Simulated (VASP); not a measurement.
# K3MgZn4F12 (a cell with a defect) in VASP: single point with PBEsol

Aim: the single point of K3MgZn4F12 (a cell with a defect) with PBEsol.

Everything below comes from runs of VASP 6.6.1. Logs are shortened: lines on timing, memory, paths and dates and some standing lists are left out, and cuts for length are marked.

### 1 The cell of the first run

The cell holds a defect, 40 atoms: a = 8.105 Å, b = 8.105 Å, c = 8.105 Å, α = 90.00°, β = 90.00°, γ = 90.00°.

### 2 Single point, PBEsol

Input file INCAR:

```
SYSTEM = K3MgZn4F12
  PREC = Accurate
  ENCUT = 520
  EDIFF = 1E-6
  ISMEAR = -1
  SIGMA = 0.05
  LREAL = Auto
  LASPH = .True.
  NELM = 120
  ALGO = Normal
  ISIF = 2
  LWAVE = .False.
  LCHARG = .False.
  GGA = PS
  ISYM = 0
  NBANDS = 187
  GGA_COMPAT = .False.
```

Input file KPOINTS:

```
Automatic mesh
0
Gamma
  1 1 1
  0.25 0.25 0.25
```

Input file POSCAR:

```
K3MgZn4F12
1.0
    8.1045260000      0.0000000000      0.0000000000
    0.0000000000      8.1045260000      0.0000000000
    0.0000000000      0.0000000000      8.1045260000
K Mg Zn F
6 2 8 24
Direct
    0.9991350000      0.9981050000      0.0114670000
    0.9998010000      0.9677880000      0.5078960000
    0.9995720000      0.5062780000      0.0109810000
    0.5001530000      0.0025780000      0.9874690000
    0.4995380000      0.0325290000      0.4912400000
    0.4997300000      0.4943500000      0.9883440000
    0.9996610000      0.3804650000      0.4516880000
    0.4996950000      0.6200220000      0.5474950000
    0.2569420000      0.2434280000      0.2384360000
    0.2511040000      0.2655950000      0.7392740000
    0.2481540000      0.7351220000      0.2598080000
    0.2424460000      0.7571940000      0.7607320000
    0.7427010000      0.2436160000      0.2386630000
    0.7479380000      0.2655080000      0.7394730000
    0.7513500000      0.7351290000      0.2596260000
    0.7565790000      0.7570200000      0.7605620000
    0.2401690000      0.2859330000      0.9907590000
    0.2062940000      0.2246020000      0.4925960000
    0.2595640000      0.7147080000      0.0084310000
    0.2927760000      0.7759340000      0.5064050000
    0.7597570000      0.2851500000      0.9908550000
    0.7933750000      0.2248040000      0.4926830000
    0.7391420000      0.7155110000      0.0083500000
    0.7063220000      0.7757410000      0.5064180000
    0.9999220000      0.2208820000      0.2477840000
    0.0001650000      0.3542280000      0.7002180000
    0.9998480000      0.7794760000      0.2494530000
    0.9995300000      0.7259520000      0.7518070000
    0.4997780000      0.2752100000      0.2483820000
    0.4993940000      0.2213610000      0.7492990000
    0.4992410000      0.6464270000      0.2990790000
    0.4994050000      0.7797410000      0.7509900000
    0.2830400000      0.9909140000      0.2294950000
    0.2165620000      0.0098480000      0.7696400000
    0.1752760000      0.4904720000      0.3115730000
    0.3239760000      0.5101980000      0.6874010000
    0.7168690000      0.9912480000      0.2298390000
    0.7820960000      0.0094600000      0.7693480000
    0.8236210000      0.4901470000      0.3107520000
    0.6757940000      0.5104280000      0.6883700000
```

Potentials or basis: VASP PAW PBE potentials, release 64 (K_sv, Mg, Zn, F).

The run is started by

```sh
cat potpaw_PBE.64/K_sv/POTCAR potpaw_PBE.64/Mg/POTCAR potpaw_PBE.64/Zn/POTCAR potpaw_PBE.64/F/POTCAR > POTCAR
mpirun -np 1 vasp_std > vasp.out
```

OUTCAR:

```text
SYSTEM = K3MgZn4F12
   PREC = Accurate
   ENCUT = 520
   EDIFF = 1E-6
   ISMEAR = -1
   LREAL = Auto
   LASPH = .True.
   NELM = 120
   ISIF = 2
   GGA = PS
   ISYM = 0

 ion  position               nearest neighbor table
   1  0.999  0.998  0.011-  27 2.62  25 2.63  38 2.64  34 2.64  13 3.42   9 3.42
   2  1.000  0.968  0.508-  27 2.59  18 2.67  22 2.67  34 2.78  38 2.78  28 2.78  20 2.84  24 2.84
                            12 3.31  16 3.32   7 3.38  11 3.41  15 3.41
   3  1.000  0.506  0.011-  21 2.65  17 2.65  19 2.70  23 2.71  28 2.75  26 2.80  39 2.82  35 2.82
                            15 3.40  11 3.40   7 3.71
   4  0.500  0.003  0.987-  30 2.62  32 2.63  37 2.64  33 2.64  16 3.41  12 3.42
   5  0.500  0.033  0.491-  30 2.59  20 2.67  24 2.67  33 2.77  37 2.78  29 2.78  18 2.84  22 2.85
                             9 3.31  13 3.32   8 3.37  10 3.42  14 3.42
   6  0.500  0.494  0.988-  23 2.65  19 2.65  17 2.70  21 2.70  29 2.76  31 2.80  40 2.82  36 2.83
                            14 3.40  10 3.40   8 3.72
   7  1.000  0.380  0.452-  26 2.03  35 2.03  39 2.03  25 2.10  22 2.12  18 2.12  13 2.92   9 2.93
                            10 3.23  14 3.24   2 3.38   3 3.71
   8  0.500  0.620  0.547-  31 2.02  36 2.03  40 2.03  32 2.10  24 2.12  20 2.13  16 2.92  12 2.93
                            11 3.23  15 3.24   5 3.37   6 3.72
   9  0.257  0.243  0.238-  29 1.99  17 2.04  33 2.06  25 2.09  18 2.11  35 2.19   7 2.93   5 3.31
                             1 3.42
  10  0.251  0.266  0.739-  30 2.05  17 2.05  18 2.06  34 2.11  36 2.11  26 2.18   7 3.23   6 3.40
                             5 3.42
  11  0.248  0.735  0.260-  27 2.05  19 2.05  20 2.06  33 2.11  35 2.11  31 2.18   8 3.23   3 3.40
                             2 3.41
  12  0.242  0.757  0.761-  28 1.99  19 2.04  34 2.06  32 2.09  20 2.11  36 2.19   8 2.93   2 3.31
                             4 3.42
  13  0.743  0.244  0.239-  29 1.99  21 2.04  37 2.06  25 2.09  22 2.10  39 2.18   7 2.92   5 3.32
                             1 3.42
  14  0.748  0.266  0.739-  21 2.05  30 2.05  22 2.06  38 2.11  40 2.11  26 2.19   7 3.24   6 3.40
                             5 3.42
  15  0.751  0.735  0.260-  23 2.05  27 2.05  24 2.06  37 2.11  39 2.11  31 2.19   8 3.24   3 3.40
                             2 3.41
  16  0.757  0.757  0.761-  28 1.99  23 2.04  38 2.06  32 2.09  24 2.11  40 2.18   8 2.92   2 3.32
                             4 3.41
  17  0.240  0.286  0.991-   9 2.04  10 2.05   3 2.65   6 2.70
  18  0.206  0.225  0.493-  10 2.06   9 2.11   7 2.12   2 2.67   5 2.84
  19  0.260  0.715  0.008-  12 2.04  11 2.05   6 2.65   3 2.70
  20  0.293  0.776  0.506-  11 2.06  12 2.11   8 2.13   5 2.67   2 2.84
  21  0.760  0.285  0.991-  13 2.04  14 2.05   3 2.65   6 2.70
  22  0.793  0.225  0.493-  14 2.06  13 2.10   7 2.12   2 2.67   5 2.85
  23  0.739  0.716  0.008-  16 2.04  15 2.05   6 2.65   3 2.71
  24  0.706  0.776  0.506-  15 2.06  16 2.11   8 2.12   5 2.67   2 2.84
  25  1.000  0.221  0.248-   9 2.09  13 2.09   7 2.10   1 2.63
  26  0.000  0.354  0.700-   7 2.03  10 2.18  14 2.19   3 2.80
  27  1.000  0.779  0.249-  11 2.05  15 2.05   2 2.59   1 2.62
  28  1.000  0.726  0.752-  12 1.99  16 1.99   3 2.75   2 2.78
  29  0.500  0.275  0.248-   9 1.99  13 1.99   6 2.76   5 2.78
  30  0.499  0.221  0.749-  10 2.05  14 2.05   5 2.59   4 2.62
[... 8 lines left out ...]
  39  0.824  0.490  0.311-   7 2.03  15 2.11  13 2.18   3 2.82
  40  0.676  0.510  0.688-   8 2.03  14 2.11  16 2.18   6 2.82

IMPORTANT INFORMATION: All symmetrisations will be switched off!
NOSYMM: (Re-)initialisation of all symmetry stuff for point group C_1.

----------------------------------------------------------------------------------------

                                     Primitive cell

  volume of cell :     532.3324

  direct lattice vectors                    reciprocal lattice vectors
     8.104526000  0.000000000  0.000000000     0.123387845  0.000000000  0.000000000
     0.000000000  8.104526000  0.000000000     0.000000000  0.123387845  0.000000000
     0.000000000  0.000000000  8.104526000     0.000000000  0.000000000  0.123387845

  length of vectors
     8.104526000  8.104526000  8.104526000     0.123387845  0.123387845  0.123387845

  position of ions in fractional coordinates (direct lattice)
     0.999135000  0.998105000  0.011467000
     0.999801000  0.967788000  0.507896000
     0.999572000  0.506278000  0.010981000
     0.500153000  0.002578000  0.987469000
     0.499538000  0.032529000  0.491240000
     0.499730000  0.494350000  0.988344000
[... 32 lines left out ...]
     0.823621000  0.490147000  0.310752000
     0.675794000  0.510428000  0.688370000

  ion indices of the primitive-cell ions
   primitive index   ion index
                 1           1
                 2           2
                 3           3
                 4           4
                 5           5
                 6           6
[... 32 lines left out ...]
                39          39
                40          40

----------------------------------------------------------------------------------------

 KPOINTS: Automatic mesh

Automatic generation of k-mesh.
 Grid dimensions read from file:
 generate k-points for:    1    1    1

 Generating k-lattice:

  Cartesian coordinates                     Fractional coordinates (reciprocal lattice)
     0.123387845  0.000000000  0.000000000     1.000000000  0.000000000  0.000000000
     0.000000000  0.123387845  0.000000000     0.000000000  1.000000000  0.000000000
     0.000000000  0.000000000  0.123387845     0.000000000  0.000000000  1.000000000

  Length of vectors
     0.123387845  0.123387845  0.123387845

  Shift w.r.t. Gamma in fractional coordinates (k-lattice)
     0.250000000  0.250000000  0.250000000

 Subroutine IBZKPT returns following result:
 ===========================================

 Found      4 irreducible k-points:

 Following reciprocal coordinates:
            Coordinates               Weight
  0.250000  0.250000  0.250000      2.000000
 -0.250000  0.250000  0.250000      2.000000
 -0.250000 -0.250000  0.250000      2.000000
  0.250000 -0.250000  0.250000      2.000000
   k-points           NKPTS =      4   k-points in BZ     NKDIM =      4   number of bands    NBANDS=    187
   number of dos      NEDOS =    301   number of ions     NIONS =     40
   total plane-waves  NPLWV = 216000
   dimension x,y,z NGX =    60 NGY =   60 NGZ =   60
   dimension x,y,z NGXF=   120 NGYF=  120 NGZF=  120
   ions per type =               6   2   8  24
   NGX,Y,Z   is equivalent  to a cutoff of  12.31, 12.31, 12.31 a.u.
   NGXF,Y,Z  is equivalent  to a cutoff of  24.62, 24.62, 24.62 a.u.
 SYSTEM =  K3MgZn4F12
   PREC   = accura    normal or accurate (medium, high low for compatibility)
   ISTART =      0    job   : 0-new  1-cont  2-samecut
   ICHARG =      2    charge: 1-file 2-atom 10-const
   ISPIN  =      1    spin polarized calculation?
   LNONCOLLINEAR =      F non collinear calculations
   LSORBIT =      F    spin-orbit coupling
   LASPH  =      T    aspherical Exc in radial PAW
   ENCUT  =  520.0 eV  38.22 Ry    6.18 a.u.  15.07 15.07 15.07*2*pi/ulx,y,z
   NELM   =    120;   NELMIN=  2; NELMDL= -5     # of ELM steps
   EDIFF  = 0.1E-05   stopping-criterion for ELM
   LREAL  =      T    real-space projection
   EDIFFG = 0.1E-04   stopping-criterion for IOM
   NSW    =      0    number of steps for IOM
   IBRION =     -1    ionic relax: 0-MD 1-quasi-New 2-CG
   NFREE  =      0    steps in history (QN), initial steepest desc. (CG)
   ISIF   =      2    stress and relaxation
   ISYM   =      0    0-nonsym 1-usesym 2-fastsym
   POTIM  = 0.5000    time-step for ionic-motion
   TEBEG  =    0.0;   TEEND  =   0.0 temperature during run
   PSTRESS=    0.0 pullay stress
   NELECT =     322.0000    total number of electrons
   NUPDOWN=      -1.0000    fix difference up-down
   EMIN   =  10.00;   EMAX   =-10.00  energy-range for DOS
   EFERMI =   0.00;   METHOD = LEGACY
   ISMEAR =    -1;   SIGMA  =   0.05  broadening in eV -4-tet -1-fermi 0-gaus
   EFERMI_NEDOS =   21; number of points for ismear=-14 and -15
   IALGO  =     38    algorithm
   IMIX   =      4    mixing-type and parameters
     AMIX     =   0.40;   BMIX     =  1.00
     AMIX_MAG =   1.60;   BMIX_MAG =  1.00
  volume/ion in A,a.u.               =      13.31        89.81
  Fermi-wavevector in a.u.,A,eV,Ry     =   1.384520  2.616363 26.080941  1.916895
  Thomas-Fermi vector in A             =   2.509016
   LORBIT       =      0    0 simple, 1 ext, 2 COOP (PROOUT), +10 PAW based schemes
   GGA     = PS    functional components
   LHFCALC =     F    Hartree Fock is set to
   AEXX    =    0.0000 exact exchange contribution
   IVDW    =     0    specifies the selected vdW correction
   LEPSILON=     F    determine dielectric tensor
   LRPA    =     F    only Hartree local field effects (RPA)
 non-spin polarized calculation
  energy-cutoff  :      520.00
  volume of cell :      532.33
 maximum number of plane-waves:     14330
   NGX = 31   NGY = 31   NGZ = 31

 number of electron     321.9999923 magnetization

 Free energy of the ion-electron system (eV)
  ---------------------------------------------------
  ext. energy  EPLUGINS =         0.00000000
  ---------------------------------------------------
  free energy    TOTEN  =      -169.10941759 eV

  energy without entropy =     -169.10941537  energy(sigma->0) =     -169.10941648

 E-fermi :   3.6108     XC(G=0): -10.0055

 val. band max:        2.9085394900   @ k =  -0.2500  -0.2500   0.2500
 cond. band min:       4.3193983177   @ k =   0.2500  -0.2500   0.2500
 fundamental gap:      1.4108588276
 Fermi energy:         3.6107525311

 k-point     1 :       0.2500    0.2500    0.2500
  band No.  band energies     occupation
      1     -27.6718      2.00000
      2     -27.6583      2.00000
      3     -27.6362      2.00000
      4     -27.6242      2.00000
      5     -27.5943      2.00000
      6     -27.5794      2.00000
[... 165 lines left out ...]
    172       7.5539      0.00000
    173       7.7155      0.00000

 k-point     2 :      -0.2500    0.2500    0.2500
  band No.  band energies     occupation
      1     -27.6718      2.00000
      2     -27.6583      2.00000
      3     -27.6362      2.00000
      4     -27.6242      2.00000
      5     -27.5943      2.00000
      6     -27.5794      2.00000
[... 165 lines left out ...]
    172       7.5554      0.00000
    173       7.7144      0.00000

 k-point     3 :      -0.2500   -0.2500    0.2500
  band No.  band energies     occupation
      1     -27.6718      2.00000
      2     -27.6583      2.00000
      3     -27.6362      2.00000
      4     -27.6242      2.00000
      5     -27.5943      2.00000
      6     -27.5794      2.00000
[... 165 lines left out ...]
    172       7.5565      0.00000
    173       7.6763      0.00000

 k-point     4 :       0.2500   -0.2500    0.2500
  band No.  band energies     occupation
      1     -27.6718      2.00000
      2     -27.6583      2.00000
      3     -27.6362      2.00000
      4     -27.6242      2.00000
      5     -27.5943      2.00000
      6     -27.5794      2.00000
[... 165 lines left out ...]
    172       7.5577      0.00000
    173       7.6720      0.00000
 [bands above 173 left out]

------------------------ aborting loop because EDIFF is reached ----------------------------------------

  FORCE on cell =-STRESS in cart. coord.  units (eV):
  Direction    XX          YY          ZZ          XY          YZ          ZX
  --------------------------------------------------------------------------------------
  -------------------------------------------------------------------------------------
  Total        4.4513521      3.0917795      3.3270618      0.0306140      2.7807010      0.0119157
  in kB       13.3973738      9.3054254     10.0135620      0.0921400      8.3691628      0.0358629
  external PRESSURE =      10.9054538 kB  Pullay stress =       0.0000000 kB

 VOLUME and BASIS-vectors are now :
 -----------------------------------------------------------------------------
  energy-cutoff  :      520.00
  volume of cell :      532.33
      direct lattice vectors                 reciprocal lattice vectors
     8.104526000  0.000000000  0.000000000     0.123387845  0.000000000  0.000000000
     0.000000000  8.104526000  0.000000000     0.000000000  0.123387845  0.000000000
     0.000000000  0.000000000  8.104526000     0.000000000  0.000000000  0.123387845

 POSITION                                       TOTAL-FORCE (eV/Angst)
 -----------------------------------------------------------------------------------
      8.09752      8.08917      0.09293         0.006307     -0.009147     -0.012241
      8.10291      7.84346      4.11626        -0.002650     -0.011250      0.005270
      8.10106      4.10314      0.08900         0.002175      0.006266     -0.008702
      4.05350      0.02089      8.00297        -0.005950      0.013759      0.010175
      4.04852      0.26363      3.98127         0.001490      0.014814     -0.002374
      4.05007      4.00647      8.01006        -0.000463     -0.007459      0.007943
[... 32 lines left out ...]
      6.67506      3.97241      2.51850         0.037029     -0.016596      0.041800
      5.47699      4.13678      5.57891        -0.038288      0.019502     -0.042360
 -----------------------------------------------------------------------------------
    total drift:                               -0.000366      0.001274     -0.008579

  FREE ENERGIE OF THE ION-ELECTRON SYSTEM (eV)
  ---------------------------------------------------
  free  energy   TOTEN  =      -169.1094175867 eV

  energy  without entropy=     -169.1094153686  energy(sigma->0) =     -169.10941648
```

It took 31 min on 1 thread of Intel Xeon 8259CL, shared host; peak memory 0.66 GiB.

What came out:

```yaml
Free_energy: -169.1094 eV
Pressure: 1.1 GPa
Largest_force: 0.060 eV/Å
Band_gap_on_the_k_mesh: 1.41 eV
```

Forces on the atoms (eV/Å):
```
K    0.006 -0.009 -0.012
K   -0.003 -0.011  0.005
K    0.002  0.006 -0.009
K   -0.006  0.014  0.010
K    0.001  0.015 -0.002
K    0.000 -0.007  0.008
Mg   0.005  0.000 -0.012
Mg  -0.003 -0.001  0.006
Zn   0.013  0.020  0.013
Zn  -0.016  0.012  0.001
Zn   0.020 -0.014  0.000
Zn  -0.012 -0.018 -0.014
Zn  -0.023  0.014  0.008
Zn   0.023  0.008 -0.011
Zn  -0.026 -0.007  0.013
Zn   0.020 -0.015 -0.010
F   -0.012  0.002 -0.013
F   -0.038  0.011 -0.005
F    0.010  0.000  0.012
F    0.031 -0.008  0.004
F    0.003  0.006 -0.019
F    0.040  0.016  0.011
F    0.001 -0.006  0.019
F   -0.035 -0.018 -0.007
F    0.002  0.015  0.023
F   -0.010  0.012 -0.020
F   -0.008 -0.002 -0.005
F    0.004 -0.017 -0.004
F   -0.005  0.014  0.001
F    0.010 -0.003  0.008
F    0.011 -0.011  0.023
F    0.001 -0.013 -0.022
F   -0.005 -0.024 -0.006
F    0.001  0.021  0.007
F   -0.030 -0.023  0.030
F    0.027  0.021 -0.026
F    0.002 -0.034 -0.007
F    0.000  0.033  0.005
F    0.037 -0.017  0.042
F   -0.038  0.020 -0.042
```

Caveat: the PAW data sets were made with another functional, which shifts forces and pressure a little.
